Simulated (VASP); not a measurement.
The system is MnS.

```
CELL_PARAMETERS angstrom
0.00000 2.82232 -2.82232
0.00000 2.82232 2.82232
5.64465 0.00000 0.00000
ATOMIC_POSITIONS crystal
Mn 0.00000 0.00000 0.00000
Mn 0.50000 0.50000 0.50000
S 0.00000 0.50000 0.25000
S 0.50000 0.00000 0.75000
```

| Property | Result |
| --- | --- |
| Program | VASP 6.6.1 |
| Task | relaxation of cell and atoms |
| Functional | PBE |
| Potentials or basis | VASP PAW PBE potentials, release 64 (Mn_pv, S) |
| Cutoff | 500 eV |
| k mesh | 6 × 6 × 4 |
| Occupations | gaussian, width 0.05 eV |
| Spin | collinear spin, antiferromagnetic start |
| Starting moments | [4.42, -4.42, 0.0, 0.0] μB |

At the start: pressure -4.1 GPa; volume 22.48 Å³/atom.

Q: Where does the relaxation end?

A: Over 7 steps the energy falls by 26.3 meV/atom and the volume is 20.60 Å³/atom (-8.4 %); space group F-43m (No. 216, to 0.1 Å) before, I-4m2 (No. 119, to 0.1 Å); moment 0.00 μB per cell.

The path:
| step | energy change (eV) | largest force (eV/Å) | pressure (GPa) | volume (Å³) |
| --- | --- | --- | --- | --- |
| 1 | 0.0000 | 0.0000 | -4.11 | 89.93 |
| 2 | -0.1023 | 0.0000 | -0.12 | 82.63 |
| 3 | -0.1024 | 0.0000 | 0.01 | 82.43 |
| 4 | -0.1032 | 0.0000 | 0.01 | 82.43 |
| 5 | -0.1046 | 0.0000 | -0.01 | 82.42 |
| 6 | -0.1044 | 0.0000 | -0.03 | 82.37 |
| 7 | -0.1050 | 0.0000 | -0.02 | 82.40 |

Final structure:
```
Mn S
1.0
     0.00000    2.76727   -2.76727
     0.00000    2.76727    2.76727
     5.38032    0.00000    0.00000
Mn S
2 2
Direct
  0.00000 0.00000 0.00000
  0.50000 0.50000 0.50000
  0.00000 0.50000 0.25000
  0.50000 0.00000 0.75000
```

Caveat: the antiferromagnetic order is the one typed at the start, and another may lie lower.
